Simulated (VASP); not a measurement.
# MnO2 (P-3m1) in VASP: a series of runs

MnO2 is run at these levels: PBE, r2SCAN; tasks: single point.

All numbers are computed with VASP 6.6.1; they aren't measurements. Logs are shortened: lines on timing, memory, paths and dates and some standing lists are left out, and cuts for length are marked.

## 1. The cell of the first run

It takes space group P-3m1 (No. 164, trigonal). Conventional cell: a = 2.857 Å, b = 2.857 Å, c = 4.601 Å, α = 90.00°, β = 90.00°, γ = 120.00°. Within 2.5 Å of Mn (site symmetry -3m) lie 6 O at 1.90 Å. Within 2.5 Å of O (site symmetry 3m) lie 3 Mn at 1.90 Å.

## 2. Single point, PBE, collinear spin, ferromagnetic start

The input, INCAR:

```
SYSTEM = MnO2
PREC = Accurate
ENCUT = 520
EDIFF = 1E-6
ISMEAR = 0
SIGMA = 0.05
LREAL = .FALSE.
LASPH = .TRUE.
NELM = 150
ALGO = Normal
ISIF = 2
LWAVE = .FALSE.
LCHARG = .FALSE.
ISPIN = 2
MAGMOM = 4 0 0
LORBIT = 11
LMAXMIX = 4
GGA = PE
NBANDS = 24
```

The input, KPOINTS:

```
Automatic mesh
0
G
  12 12 6
  0 0 0
```

The input, POSCAR:

```
MnO2
1.0
    2.8565781804      0.0000000000      0.0000000000
   -1.4282890902      2.4738692722      0.0000000000
    0.0000000000      0.0000000000      4.6013740589
Mn O
1 2
Direct
    0.0000000000      0.0000000000      0.5000000000
    0.6666666700      0.3333333300      0.2937074300
    0.3333333300      0.6666666700      0.7062925700
```

Potentials or basis: VASP PAW PBE potentials, release 64 (Mn_pv, O).

Launch:

```sh
> cat potpaw_PBE.64/Mn_pv/POTCAR potpaw_PBE.64/O/POTCAR > POTCAR
> mpirun -np 1 vasp_std > vasp.out
```

OUTCAR:

```text
SYSTEM = MnO2
   PREC = Accurate
   ENCUT = 520
   EDIFF = 1E-6
   ISMEAR = 0
   LREAL = .FALSE.
   LASPH = .TRUE.
   NELM = 150
   ISIF = 2
   ISPIN = 2
   LORBIT = 11
   GGA = PE

 ion  position               nearest neighbor table
   1  0.000  0.000  0.500-   2 1.90   3 1.90   2 1.90   3 1.90   2 1.90   3 1.90
   2  0.667  0.333  0.294-   1 1.90   1 1.90   1 1.90
   3  0.333  0.667  0.706-   1 1.90   1 1.90   1 1.90

  LATTYP: Found a hexagonal cell.
 ALAT       =     2.8565781804
 C/A-ratio  =     1.6107992739

  Lattice vectors:

 A1 = (   2.8565781804,   0.0000000000,   0.0000000000)
 A2 = (  -1.4282890902,   2.4738692722,   0.0000000000)
 A3 = (   0.0000000000,   0.0000000000,   4.6013740589)

Analysis of symmetry for initial positions (statically):
=====================================================================
 Subroutine PRICEL returns:
 Original cell was already a primitive cell.

 Routine SETGRP: Setting up the symmetry group for a
 hexagonal supercell.

 Subroutine GETGRP returns: Found 12 space group operations
 (whereof 12 operations were pure point group operations)
 out of a pool of 24 trial point group operations.

The static configuration has the point symmetry D_3d.

Analysis of symmetry for dynamics (positions and initial velocities):
=====================================================================
 Subroutine PRICEL returns:
 Original cell was already a primitive cell.

 Routine SETGRP: Setting up the symmetry group for a
 hexagonal supercell.

 Subroutine GETGRP returns: Found 12 space group operations
 (whereof 12 operations were pure point group operations)
 out of a pool of 24 trial point group operations.

The dynamic configuration has the point symmetry D_3d.

Analysis of structural, dynamic, and magnetic symmetry:
=====================================================================
 Subroutine PRICEL returns:
 Original cell was already a primitive cell.

 Routine SETGRP: Setting up the symmetry group for a
 hexagonal supercell.

 Subroutine GETGRP returns: Found 12 space group operations
 (whereof 12 operations were pure point group operations)
 out of a pool of 24 trial point group operations.

The overall configuration has the point symmetry D_3d.

 Subroutine INISYM returns: Found 12 space group operations
 (whereof 12 operations are pure point group operations),
 and found     1 'primitive' translations

----------------------------------------------------------------------------------------
[... 120 lines left out ...]
   GGA     = PE    functional components
   LHFCALC =     F    Hartree Fock is set to
   AEXX    =    0.0000 exact exchange contribution
   IVDW    =     0    specifies the selected vdW correction
   LEPSILON=     F    determine dielectric tensor
   LRPA    =     F    only Hartree local field effects (RPA)
 spin polarized calculation
 Gauss-broadening in eV      SIGMA  =   0.05
  energy-cutoff  :      520.00
  volume of cell :       32.52
 maximum number of plane-waves:       890
 NGX is ok and might be reduce to    24
   NGX = 11   NGY = 11   NGZ = 17

 number of electron      24.9999997 magnetization       2.9998618

 Free energy of the ion-electron system (eV)
  ---------------------------------------------------
  ext. energy  EPLUGINS =         0.00000000
  ---------------------------------------------------
  free energy    TOTEN  =       -23.80507763 eV

  energy without entropy =      -23.80507763  energy(sigma->0) =      -23.80507763

 E-fermi :   3.5426     XC(G=0): -10.8100

 val. band max:        3.2505341878   @ k =   0.0833   0.0833   0.5000
 cond. band min:       4.0584874945   @ k =   0.0000   0.0000   0.5000
 fundamental gap:      0.8079533067
 Fermi energy:         3.5426003247

 spin component 1

 k-point     1 :       0.0000    0.0000    0.0000
  band No.  band energies     occupation
      1     -47.0824      1.00000
      2     -47.0824      1.00000
      3     -47.0776      1.00000
      4     -16.3813      1.00000
      5     -14.0607      1.00000
      6      -3.0610      1.00000
[... 637 lines left out ...]
     23      24.6667      0.00000
     24      26.4270      0.00000

 [... further k-points ...]

 spin component 2

 k-point     1 :       0.0000    0.0000    0.0000
  band No.  band energies     occupation
      1     -44.0249      1.00000
      2     -44.0249      1.00000
      3     -43.8575      1.00000
      4     -16.2261      1.00000
      5     -13.9459      1.00000
      6      -2.1951      1.00000
[... 637 lines left out ...]
     23      25.0645      0.00000
     24      27.0095      0.00000

 [... further k-points ...]

------------------------ aborting loop because EDIFF is reached ----------------------------------------

  FORCE on cell =-STRESS in cart. coord.  units (eV):
  Direction    XX          YY          ZZ          XY          YZ          ZX
  --------------------------------------------------------------------------------------
  -------------------------------------------------------------------------------------
  Total        1.2459382      1.2459382      0.9872022      0.0000000      0.0000000      0.0000000
  in kB       61.3898680     61.3898680     48.6414253      0.0000000      0.0000000      0.0000000
  external PRESSURE =      57.1403871 kB  Pullay stress =       0.0000000 kB

 VOLUME and BASIS-vectors are now :
 -----------------------------------------------------------------------------
  energy-cutoff  :      520.00
  volume of cell :       32.52
      direct lattice vectors                 reciprocal lattice vectors
     2.856578180  0.000000000  0.000000000     0.350069187  0.202112539  0.000000000
    -1.428289090  2.473869272  0.000000000     0.000000000  0.404225078  0.000000000
     0.000000000  0.000000000  4.601374059     0.000000000  0.000000000  0.217326387

 POSITION                                       TOTAL-FORCE (eV/Angst)
 -----------------------------------------------------------------------------------
      0.00000      0.00000      2.30069         0.000000      0.000000      0.000000
      1.42829      0.82462      1.35146         0.000000     -0.000000     -0.309532
     -0.00000      1.64925      3.24992        -0.000000      0.000000      0.309532
 -----------------------------------------------------------------------------------
    total drift:                                0.000000      0.000000      0.000000

  FREE ENERGIE OF THE ION-ELECTRON SYSTEM (eV)
  ---------------------------------------------------
  free  energy   TOTEN  =       -23.8050776338 eV

  energy  without entropy=      -23.8050776338  energy(sigma->0) =      -23.80507763

 total charge

# of ion       s       p       d       tot
------------------------------------------
    1        0.356   6.468   4.924  11.748
    2        1.583   3.417   0.000   5.000
    3        1.583   3.417   0.000   5.000
--------------------------------------------------
tot          3.521  13.302   4.924  21.747

 magnetization (x)

# of ion       s       p       d       tot
------------------------------------------
    1        0.031   0.040   2.763   2.833
    2        0.004   0.041   0.000   0.045
    3        0.004   0.041   0.000   0.045
--------------------------------------------------
tot          0.038   0.122   2.763   2.923
```

Run time: 59 s. Hardware: 1 thread of Intel Xeon 6975P-C (Granite Rapids), shared host; peak memory 0.24 GiB.

What came out:

```yaml
Free_energy: -23.8051 eV
Pressure: 5.7 GPa
Largest_force: 0.310 eV/Å
Band_gap_on_the_k_mesh: 0.81 eV, indirect (least direct gap 0.87 eV)
Net_moment: 3.00 μB per cell
Site_moments: Mn +2.83; O +0.04 μB
Valence_electrons_inside_the_program's_atomic_spheres: Mn 11.75; O 5.00
```

Forces on the atoms (eV/Å):
```
Mn   0.000  0.000  0.000
O    0.000  0.000 -0.310
O    0.000  0.000  0.310
```

Stress tensor (GPa, compression positive):
```
6.14 0.00 0.00
0.00 6.14 0.00
0.00 0.00 4.86
```

Caveat: a cell with one magnetic atom can't hold antiferromagnetic order, which such compounds often take.

(Part 1 of 3 ends here.)
